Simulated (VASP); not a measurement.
# SnO (Pmn2_1) in VASP: further runs

The runs below take SnO through single point, with PBE.

All numbers are computed with VASP 6.6.1; they aren't measurements. Logs are shortened: lines on timing, memory, paths and dates and some standing lists are left out, and cuts for length are marked.

### Step 1. The cell of the first run

The structure is orthorhombic, space group Pmn2_1 (No. 31). Conventional cell: a = 3.128 Å, b = 5.452 Å, c = 4.001 Å, α = 90.00°, β = 90.00°, γ = 90.00°. Within 2.8 Å of Sn (site symmetry m) lie 3 O at 2.10 to 2.11 Å. O (site symmetry m) has 3 Sn at 2.10 to 2.11 Å within 2.8 Å.

### Step 2. Single point, PBE (biaxial xy strain -5.3%)

INCAR

```
ALGO = Normal ; EDIFF = 1E-6
ENCUT = 520 ; GGA = PE
ISIF = 2 ; ISMEAR = -1
LASPH = True ; LCHARG = False
LREAL = False ; LWAVE = False
NBANDS = 28 ; NELM = 60
PREC = Accurate ; SIGMA = 0.02
```

KPOINTS

```
k-points
0
Gamma
  8 4 6
```

POSCAR

```
SnO
1.0
    3.1277194475      0.0000000000      0.0000000000
    0.0000000000      5.4519708333      0.0000000000
    0.0000000000      0.0000000000      4.0008070933
Sn O
2 2
Direct
    0.0000000000      0.2441002993      0.5278874691
    0.5000000000      0.7558997007      0.0278874691
    0.0000000000      0.8836268900      0.7221135309
    0.5000000000      0.1163731100      0.2221135309
```

Potentials or basis: VASP PAW PBE potentials, release 64 (Sn_d, O).

On the command line:

```bash
> cat potpaw_PBE.64/Sn_d/POTCAR potpaw_PBE.64/O/POTCAR > POTCAR
> mpirun -np 1 vasp_std > vasp.out
```

OUTCAR:

```text
EDIFF = 1E-6
   ENCUT = 520
   GGA = PE
   ISIF = 2
   ISMEAR = -1
   LASPH = True
   LREAL = False
   NELM = 60
   PREC = Accurate

 ion  position               nearest neighbor table
   1  0.000  0.244  0.528-   4 2.10   4 2.10   3 2.11   2 3.68   2 3.68   2 3.68   2 3.68
   2  0.500  0.756  0.028-   3 2.10   3 2.10   4 2.11   1 3.68   1 3.68   1 3.68   1 3.68
   3  0.000  0.884  0.722-   2 2.10   2 2.10   1 2.11
   4  0.500  0.116  0.222-   1 2.10   1 2.10   2 2.11

  LATTYP: Found a simple orthorhombic cell.
 ALAT       =     3.1277194475
 B/A-ratio  =     1.2791451281
 C/A-ratio  =     1.7431137686

  Lattice vectors:

 A1 = (  -3.1277194475,   0.0000000000,   0.0000000000)
 A2 = (   0.0000000000,   0.0000000000,   4.0008070933)
 A3 = (   0.0000000000,   5.4519708333,   0.0000000000)

Analysis of symmetry for initial positions (statically):
=====================================================================
 Subroutine PRICEL returns:
 Original cell was already a primitive cell.

 Routine SETGRP: Setting up the symmetry group for a
 simple orthorhombic supercell.

 Subroutine GETGRP returns: Found  4 space group operations
 (whereof  2 operations were pure point group operations)
 out of a pool of  8 trial point group operations.

The static configuration has the point symmetry C_1h.
 The point group associated with its full space group is C_2v.

Analysis of symmetry for dynamics (positions and initial velocities):
=====================================================================
 Subroutine PRICEL returns:
 Original cell was already a primitive cell.

 Routine SETGRP: Setting up the symmetry group for a
 simple orthorhombic supercell.

 Subroutine GETGRP returns: Found  4 space group operations
 (whereof  2 operations were pure point group operations)
 out of a pool of  8 trial point group operations.

The dynamic configuration has the point symmetry C_1h.
 The point group associated with its full space group is C_2v.

 Subroutine INISYM returns: Found  4 space group operations
 (whereof  2 operations are pure point group operations),
 and found     1 'primitive' translations

----------------------------------------------------------------------------------------

                                     Primitive cell

  volume of cell :      68.2227

  direct lattice vectors                    reciprocal lattice vectors
     3.127719448  0.000000000  0.000000000     0.319721771  0.000000000  0.000000000
     0.000000000  5.451970833  0.000000000     0.000000000  0.183419910  0.000000000
     0.000000000  0.000000000  4.000807093     0.000000000  0.000000000  0.249949567

  length of vectors
     3.127719448  5.451970833  4.000807093     0.319721771  0.183419910  0.249949567

  position of ions in fractional coordinates (direct lattice)
     0.000000000  0.244100299  0.527887469
     0.500000000  0.755899701  0.027887469
     0.000000000  0.883626890  0.722113531
     0.500000000  0.116373110  0.222113531

  ion indices of the primitive-cell ions
   primitive index   ion index
                 1           1
                 2           2
                 3           3
                 4           4

----------------------------------------------------------------------------------------

 KPOINTS: k-points

Automatic generation of k-mesh.
 Grid dimensions read from file:
 generate k-points for:    8    4    6

 Generating k-lattice:

  Cartesian coordinates                     Fractional coordinates (reciprocal lattice)
     0.039965221  0.000000000  0.000000000     0.125000000  0.000000000  0.000000000
     0.000000000  0.045854978  0.000000000     0.000000000  0.250000000  0.000000000
     0.000000000  0.000000000  0.041658261     0.000000000  0.000000000  0.166666667

  Length of vectors
     0.039965221  0.045854978  0.041658261

  Shift w.r.t. Gamma in fractional coordinates (k-lattice)
     0.000000000  0.000000000  0.000000000

 Subroutine IBZKPT returns following result:
 ===========================================

 Found     60 irreducible k-points:

 Following reciprocal coordinates:
            Coordinates               Weight
  0.000000  0.000000  0.000000      1.000000
  0.125000  0.000000  0.000000      2.000000
  0.250000  0.000000  0.000000      2.000000
  0.375000  0.000000  0.000000      2.000000
  0.500000  0.000000  0.000000      1.000000
  0.000000  0.250000  0.000000      2.000000
[... 16 lines left out ...]
  0.250000  0.250000  0.166667      8.000000
  0.375000  0.250000  0.166667      8.000000
 [... further k-points ...]
   k-points           NKPTS =     60   k-points in BZ     NKDIM =     60   number of bands    NBANDS=     28
   number of dos      NEDOS =    301   number of ions     NIONS =      4
   total plane-waves  NPLWV =  30240
   dimension x,y,z NGX =    24 NGY =   42 NGZ =   30
   dimension x,y,z NGXF=    48 NGYF=   84 NGZF=   60
   ions per type =               2   2
   NGX,Y,Z   is equivalent  to a cutoff of  12.76, 12.81, 12.47 a.u.
   NGXF,Y,Z  is equivalent  to a cutoff of  25.51, 25.61, 24.93 a.u.
 SYSTEM =  unknown system
   PREC   = accura    normal or accurate (medium, high low for compatibility)
   ISTART =      0    job   : 0-new  1-cont  2-samecut
   ICHARG =      2    charge: 1-file 2-atom 10-const
   ISPIN  =      1    spin polarized calculation?
   LNONCOLLINEAR =      F non collinear calculations
   LSORBIT =      F    spin-orbit coupling
   LASPH  =      T    aspherical Exc in radial PAW
   ENCUT  =  520.0 eV  38.22 Ry    6.18 a.u.   5.82 10.14  7.44*2*pi/ulx,y,z
   NELM   =     60;   NELMIN=  2; NELMDL= -5     # of ELM steps
   EDIFF  = 0.1E-05   stopping-criterion for ELM
   LREAL  =      F    real-space projection
   EDIFFG = 0.1E-04   stopping-criterion for IOM
   NSW    =      0    number of steps for IOM
   IBRION =     -1    ionic relax: 0-MD 1-quasi-New 2-CG
   NFREE  =      0    steps in history (QN), initial steepest desc. (CG)
   ISIF   =      2    stress and relaxation
   ISYM   =      2    0-nonsym 1-usesym 2-fastsym
   POTIM  = 0.5000    time-step for ionic-motion
   TEBEG  =    0.0;   TEEND  =   0.0 temperature during run
   PSTRESS=    0.0 pullay stress
   NELECT =      40.0000    total number of electrons
   NUPDOWN=      -1.0000    fix difference up-down
   EMIN   =  10.00;   EMAX   =-10.00  energy-range for DOS
   EFERMI =   0.00;   METHOD = LEGACY
   ISMEAR =    -1;   SIGMA  =   0.02  broadening in eV -4-tet -1-fermi 0-gaus
   EFERMI_NEDOS =   21; number of points for ismear=-14 and -15
   IALGO  =     38    algorithm
   IMIX   =      4    mixing-type and parameters
     AMIX     =   0.40;   BMIX     =  1.00
     AMIX_MAG =   1.60;   BMIX_MAG =  1.00
  volume/ion in A,a.u.               =      17.06       115.10
  Fermi-wavevector in a.u.,A,eV,Ry     =   1.370204  2.589310 25.544375  1.877459
  Thomas-Fermi vector in A             =   2.496011
   LORBIT       =      0    0 simple, 1 ext, 2 COOP (PROOUT), +10 PAW based schemes
   GGA     = PE    functional components
   LHFCALC =     F    Hartree Fock is set to
   AEXX    =    0.0000 exact exchange contribution
   IVDW    =     0    specifies the selected vdW correction
   LEPSILON=     F    determine dielectric tensor
   LRPA    =     F    only Hartree local field effects (RPA)
 non-spin polarized calculation
  energy-cutoff  :      520.00
  volume of cell :       68.22
 maximum number of plane-waves:      1856
 NGX is ok and might be reduce to    24
   NGX = 11   NGY = 21   NGZ = 15

 number of electron      40.0000004 magnetization

 Free energy of the ion-electron system (eV)
  ---------------------------------------------------
  ext. energy  EPLUGINS =         0.00000000
  ---------------------------------------------------
  free energy    TOTEN  =       -22.13870096 eV

  energy without entropy =      -22.13870096  energy(sigma->0) =      -22.13870096

 E-fermi :   6.9827     XC(G=0): -10.4189

 val. band max:        6.5710133792   @ k =   0.2500   0.0000   0.0000
 cond. band min:       7.6300997619   @ k =   0.3750   0.5000   0.0000
 fundamental gap:      1.0590863828
 Fermi energy:         6.9826968118

 k-point     1 :       0.0000    0.0000    0.0000
  band No.  band energies     occupation
      1     -14.8564      2.00000
      2     -14.4470      2.00000
      3     -14.3040      2.00000
      4     -14.2202      2.00000
      5     -14.1854      2.00000
      6     -14.1654      2.00000
[... 20 lines left out ...]
     27      16.2951      0.00000
     28      16.5908      0.00000

 k-point     2 :       0.1250    0.0000    0.0000
  band No.  band energies     occupation
      1     -14.8415      2.00000
      2     -14.4156      2.00000
      3     -14.3014      2.00000
      4     -14.2848      2.00000
      5     -14.2055      2.00000
      6     -14.1667      2.00000
[... 20 lines left out ...]
     27      16.4396      0.00000
     28      16.6632      0.00000

 k-point     3 :       0.2500    0.0000    0.0000
  band No.  band energies     occupation
      1     -14.8256      2.00000
      2     -14.5436      2.00000
      3     -14.2762      2.00000
      4     -14.2478      2.00000
      5     -14.2228      2.00000
      6     -14.1869      2.00000
[... 20 lines left out ...]
     27      15.9020      0.00000
     28      17.0480      0.00000

 k-point     4 :       0.3750    0.0000    0.0000
  band No.  band energies     occupation
      1     -14.8305      2.00000
      2     -14.7160      2.00000
      3     -14.2526      2.00000
      4     -14.2351      2.00000
      5     -14.2078      2.00000
      6     -14.1939      2.00000
[... 578 lines left out ...]
     27      16.9630      0.00000
     28      17.3092      0.00000

 k-point    23 :       0.2500    0.2500    0.1667
  band No.  band energies     occupation
      1     -14.8171      2.00000
      2     -14.5815      2.00000
      3     -14.2786      2.00000
      4     -14.2482      2.00000
      5     -14.2123      2.00000
      6     -14.1949      2.00000
[... 20 lines left out ...]
     27      16.8353      0.00000
     28      17.3134      0.00000

 k-point    24 :       0.3750    0.2500    0.1667
  band No.  band energies     occupation
      1     -14.8373      2.00000
      2     -14.7389      2.00000
      3     -14.2565      2.00000
      4     -14.2483      2.00000
      5     -14.1991      2.00000
      6     -14.1789      2.00000
[... 20 lines left out ...]
     27      16.3491      0.00000
     28      17.0535      0.00000

 [... further k-points ...]
[... 5 lines left out ...]
  --------------------------------------------------------------------------------------
  -------------------------------------------------------------------------------------
  Total        5.9254294      3.5116871      3.0190596      0.0000000      0.0000000      0.0000000
  in kB      139.1558562     82.4702788     70.9011595      0.0000000      0.0000000      0.0000000
  external PRESSURE =      97.5090982 kB  Pullay stress =       0.0000000 kB

 VOLUME and BASIS-vectors are now :
 -----------------------------------------------------------------------------
  energy-cutoff  :      520.00
  volume of cell :       68.22
      direct lattice vectors                 reciprocal lattice vectors
     3.127719448  0.000000000  0.000000000     0.319721771  0.000000000  0.000000000
     0.000000000  5.451970833  0.000000000     0.000000000  0.183419910  0.000000000
     0.000000000  0.000000000  4.000807093     0.000000000  0.000000000  0.249949567

 POSITION                                       TOTAL-FORCE (eV/Angst)
 -----------------------------------------------------------------------------------
      0.00000      1.33083      2.11198         0.000000      0.613389      0.263515
      1.56386      4.12114      0.11157         0.000000     -0.613389      0.263515
      0.00000      4.81751      2.88904         0.000000     -0.127821     -0.263515
      1.56386      0.63446      0.88863         0.000000      0.127821     -0.263515
 -----------------------------------------------------------------------------------
    total drift:                                0.000000     -0.000000      0.001799

  FREE ENERGIE OF THE ION-ELECTRON SYSTEM (eV)
  ---------------------------------------------------
  free  energy   TOTEN  =       -22.1387009638 eV

  energy  without entropy=      -22.1387009638  energy(sigma->0) =      -22.13870096
```

Run time: 55 s. Hardware: 1 thread of AMD EPYC 9R45 (Zen 5), shared host; peak memory 0.2 GiB.

Results:

```
Free energy            : -22.1387 eV
Pressure               : 9.8 GPa
Largest force          : 0.668 eV/Å
Band gap on the k mesh : 1.06 eV, indirect (least direct gap 1.33 eV)
```

Forces in eV/Å, atoms in the order of the input:
```
Sn   0.000  0.613  0.264
Sn   0.000 -0.613  0.264
O    0.000 -0.128 -0.264
O    0.000  0.128 -0.264
```

Caveat: the cell differs from its parent crystal (biaxial xy strain -5.3%); spin-orbit coupling is left out, which moves the levels of the heavy elements. A k mesh can miss the band edges.

### Step 3. Single point, PBE (strain -0.3%)

INCAR

```
PREC = Accurate ; ENCUT = 520
EDIFF = 1E-6 ; ISMEAR = -1
SIGMA = 0.02 ; LREAL = F
LASPH = T ; NELM = 100
ALGO = Normal ; ISIF = 2
LWAVE = F ; LCHARG = F
GGA = PE ; NBANDS = 28
```

KPOINTS

```
Automatic mesh
0
Gamma
  8 4 6
```

POSCAR

```
SnO
1.0
    3.2925448783      0.0000000000      0.0000000000
    0.0000000000      5.7392803112      0.0000000000
    0.0000000000      0.0000000000      3.9880045106
Sn O
2 2
Direct
    0.0000000000      0.2305427654      0.5185351226
    0.5000000000      0.7694572346      0.0185351226
    0.0000000000      0.8924944372      0.7314658774
    0.5000000000      0.1075055628      0.2314658774
```

Potentials or basis: VASP PAW PBE potentials, release 64 (Sn_d, O).

On the command line:

```bash
> cat potpaw_PBE.64/Sn_d/POTCAR potpaw_PBE.64/O/POTCAR > POTCAR
> mpirun -np 1 vasp_std > vasp.out
```

Wall time 59 s (1 thread of AMD EPYC 9R45 (Zen 5), shared host); peak memory 0.21 GiB.

Results (log left out):

* Free energy: -22.3632 eV
* Pressure: 5.1 GPa
* Largest force: 0.625 eV/Å
* Band gap on the k mesh: 1.38 eV, indirect (least direct gap 2.05 eV)

Forces on the atoms (eV/Å):
```
Sn   0.000  0.590  0.208
Sn   0.000 -0.590  0.208
O    0.000 -0.130 -0.208
O    0.000  0.130 -0.208
```

Stress tensor (GPa, compression positive):
```
6.04 0.00 0.00
0.00 4.69 0.00
0.00 0.00 4.44
```

Levels at points of the mesh, in eV from the valence-band top:
```
           k point  band 17  band 18  band 19  band 20  band 21  band 22  band 23  band 24
(0.00, 0.00, 0.00)    -3.86    -2.79    -2.23     0.00     3.06     3.22     6.17     6.25
(0.50, 0.00, 0.00)    -2.82    -2.82    -1.28    -1.28     2.55     2.55     5.85     5.85
(0.00, 0.50, 0.00)    -4.06    -2.81    -1.85    -1.63     3.36     4.36     5.22     5.35
(0.50, 0.50, 0.00)    -2.86    -2.86    -1.03    -1.03     1.98     1.98     6.56     6.56
(0.00, 0.00, 0.50)    -3.39    -3.39    -1.70    -1.70     2.62     2.62     5.46     5.46
(0.50, 0.00, 0.50)    -3.44    -3.44    -1.06    -1.06     2.15     2.15     4.53     4.53
(0.00, 0.50, 0.50)    -3.16    -3.16    -1.59    -1.59     1.94     1.94     6.05     6.05
(0.50, 0.50, 0.50)    -3.69    -3.69    -0.44    -0.44     2.42     2.42     4.17     4.17
```

Caveat: the cell differs from its parent crystal (strain -0.3%); spin-orbit coupling is left out, which moves the levels of the heavy elements.

### Step 4. Single point, PBE

This run uses another cell than the first one, of 19.02 Å³/atom, 1.115 times its volume.

INCAR

```
PREC = Accurate
ENCUT = 520
EDIFF = 1E-6
ISMEAR = -1
SIGMA = 0.02
LREAL = False
LASPH = True
NELM = 60
ALGO = Normal
ISIF = 2
LWAVE = False
LCHARG = True
GGA = PE
LELF = True
LVHAR = True
NBANDS = 28
```

KPOINTS

```
regular mesh
0
Gamma
  8 4 6
```

POSCAR

```
SnO
1.0
    3.3031148458      0.0000000000      0.0000000000
    0.0000000000      5.7577049671      0.0000000000
    0.0000000000      0.0000000000      4.0008070933
Sn O
2 2
Direct
    0.0000000000      0.2294420276      0.5172649355
    0.5000000000      0.7705579724      0.0172649355
    0.0000000000      0.8935339399      0.7327360645
    0.5000000000      0.1064660601      0.2327360645
```

On the command line:

```bash
> cat potpaw_PBE.64/Sn_d/POTCAR potpaw_PBE.64/O/POTCAR > POTCAR
> mpirun -np 1 vasp_std > vasp.out
```

Run time: 70 s. Hardware: 1 thread of AMD EPYC 9R45 (Zen 5), shared host; peak memory 0.22 GiB.

Results (log left out):

```
Free energy            : -22.3730 eV
Pressure               : 4.8 GPa
Largest force          : 0.622 eV/Å
Band gap on the k mesh : 1.41 eV, indirect (least direct gap 2.10 eV)
```

Forces on the atoms (eV/Å):
```
Sn   0.000  0.588  0.203
Sn   0.000 -0.588  0.203
O    0.000 -0.128 -0.203
O    0.000  0.128 -0.203
```

Stress tensor (GPa, compression positive):
```
5.58 0.00 0.00
0.00 4.47 0.00
0.00 0.00 4.25
```

Levels at points of the mesh, in eV from the valence-band top:
| k point | band 18 | band 19 | band 20 | band 21 | band 22 | band 23 |
| --- | --- | --- | --- | --- | --- | --- |
| (0.00, 0.00, 0.00) | -2.80 | -2.22 | 0.00 | 3.03 | 3.19 | 6.12 |
| (0.50, 0.00, 0.00) | -2.81 | -1.29 | -1.29 | 2.56 | 2.56 | 5.84 |
| (0.00, 0.50, 0.00) | -2.82 | -1.84 | -1.62 | 3.37 | 4.34 | 5.16 |
| (0.50, 0.50, 0.00) | -2.85 | -1.03 | -1.03 | 1.98 | 1.98 | 6.55 |
| (0.00, 0.00, 0.50) | -3.41 | -1.71 | -1.71 | 2.59 | 2.59 | 5.43 |
| (0.50, 0.00, 0.50) | -3.42 | -1.05 | -1.05 | 2.16 | 2.16 | 4.50 |
| (0.00, 0.50, 0.50) | -3.16 | -1.58 | -1.58 | 1.92 | 1.92 | 6.01 |
| (0.50, 0.50, 0.50) | -3.66 | -0.45 | -0.45 | 2.44 | 2.44 | 4.14 |

Caveat: spin-orbit coupling is left out, which moves the levels of the heavy elements. A k mesh can miss the band edges.

[end of part 1 of 2]
